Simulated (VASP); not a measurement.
Write the native input for VASP 6.6.1 that does the following.

- Task: single point
- Functional: PBEsol
- Potentials or basis: VASP PAW PBE potentials, release 64 (I)
- Cutoff: 520 eV
- k mesh: 5 × 5 × 5
- Occupations: fermi-dirac, width 0.03 eV
- Spin: no spin polarisation
- Dipole correction: no
- Further INCAR settings: ALGO = Normal; EDIFF = 1e-06; NBANDS = 10

The structure of I lies in POSCAR:

```
I
1.0
    0.0000000000      2.3656004428      3.9098401324
    2.1922454667      0.0000000000      3.9098401324
    2.1922454667      2.3656004428      0.0000000000
I
1
Direct
    0.0000000000      0.0000000000      0.0000000000
```

One way to write it, as run:

INCAR

```
ALGO     = Normal         # electronic algorithm
EDIFF    = 1E-6           # SCF threshold, eV
ENCUT    = 520            # plane-wave cutoff, eV
GGA      = PS             # functional
ISIF     = 2              # what is computed and relaxed
ISMEAR   = -1             # smearing method
LASPH    = True           # aspherical terms in the spheres
LCHARG   = False          # write CHGCAR
LREAL    = False          # projectors in reciprocal space
LWAVE    = False          # write WAVECAR
NBANDS   = 10             # bands
NELM     = 100            # most SCF steps
PREC     = Accurate       # precision mode
SIGMA    = 0.03           # smearing width, eV
```

KPOINTS

```
k-points
0
Gamma
  5 5 5
```

Potentials or basis: VASP PAW PBE potentials, release 64 (I).

Launch:

```console
$ cat potpaw_PBE.64/I/POTCAR > POTCAR
$ mpirun -np 1 vasp_std > vasp.out
```

Results of the run:

```
Pressure : -1.5 GPa
```

Caveat: the k points lie up to 0.42 Å⁻¹ apart; the PAW data sets were made with another functional, which shifts forces and pressure a little; an odd number of electrons without spin polarisation forces a metal; a magnetic or distorted state may lie lower.

It took 7 s on 1 thread of Intel(R) Xeon(R) Platinum 8488C (Sapphire Rapids) (shared host), peak memory 0.17 GiB.
